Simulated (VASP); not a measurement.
MoS2:

```
CELL_PARAMETERS angstrom
3.22746 0.00000 0.00000
-1.61373 2.79507 0.00000
0.00000 0.00000 6.31247
ATOMIC_POSITIONS crystal
Mo 0.00000 0.00000 0.50000
S 0.66667 0.33333 0.74468
S 0.33333 0.66667 0.25532
```

| Property | Result |
| --- | --- |
| Program | VASP 6.6.1 |
| Task | relaxation of cell and atoms |
| Functional | LDA |
| Potentials or basis | VASP PAW LDA potentials, release 64 (Mo_sv, S) |
| Cutoff | 600 eV |
| k mesh | 9 × 9 × 4 |
| Occupations | fermi-dirac, width 0.05 eV |
| Spin | no spin polarisation |

At the start: pressure -5.9 GPa; volume 18.98 Å³/atom.

**Question.** Where does the relaxation end?

**Answer.** Over 30 steps the energy falls by 39.7 meV/atom and the volume is 16.50 Å³/atom (-13.1 %); space group P-3m1 (No. 164, to 0.05 Å).

Step by step:
| step | energy change (eV) | largest force (eV/Å) | pressure (GPa) | volume (Å³) |
| --- | --- | --- | --- | --- |
| 1 | 0.0000 | 0.1331 | -5.86 | 56.94 |
| 2 | 0.0480 | 1.6681 | 10.58 | 51.41 |
| 3 | -0.0498 | 0.5590 | 0.15 | 54.55 |
| 4 | -0.0797 | 0.2684 | -0.17 | 53.72 |
| 5 | -0.0862 | 0.0821 | -0.41 | 53.15 |
| 6 | -0.0863 | 0.0602 | -0.43 | 53.08 |
| 7 | -0.0883 | 0.1444 | 0.43 | 52.63 |
| 8 | -0.0887 | 0.1963 | 0.95 | 52.35 |
| 9 | -0.0895 | 0.1886 | 0.89 | 52.29 |
| 10 | -0.0917 | 0.1655 | 0.81 | 52.13 |
| 11 | -0.0959 | 0.1197 | 0.63 | 51.79 |
| 12 | -0.1027 | 0.0309 | 0.35 | 51.12 |
| 13 | -0.1095 | 0.1414 | 0.10 | 49.77 |
| 14 | -0.1150 | 0.0719 | 0.46 | 49.37 |
| 15 | -0.1175 | 0.0118 | 0.92 | 48.90 |
| 16 | -0.1171 | 0.1530 | -1.13 | 49.38 |
| 17 | -0.1184 | 0.0631 | 0.01 | 49.11 |
| 18 | -0.1186 | 0.0223 | 0.09 | 49.16 |
| 19 | -0.1187 | 0.0074 | 0.13 | 49.17 |
| 20 | -0.1187 | 0.0254 | -0.10 | 49.27 |
| 21 | -0.1187 | 0.0241 | -0.11 | 49.26 |
| 22 | -0.1187 | 0.0215 | -0.08 | 49.25 |
| 23 | -0.1188 | 0.0162 | -0.05 | 49.27 |
| 24 | -0.1189 | 0.0025 | -0.01 | 49.35 |
| 25 | -0.1189 | 0.0255 | 0.01 | 49.50 |
| 26 | -0.1189 | 0.0161 | -0.01 | 49.45 |
| 27 | -0.1190 | 0.0022 | -0.06 | 49.49 |
| 28 | -0.1190 | 0.0052 | -0.10 | 49.51 |
| 29 | -0.1190 | 0.0181 | 0.16 | 49.44 |
| 30 | -0.1190 | 0.0006 | 0.00 | 49.49 |

Final structure:
```
Mo S
1.0
     3.14567    0.00000    0.00000
    -1.57283    2.72423    0.00000
     0.00000    0.00000    5.77511
Mo S
1 2
Direct
  0.00000 0.00000 0.50000
  0.66667 0.33333 0.77105
  0.33333 0.66667 0.22895
```
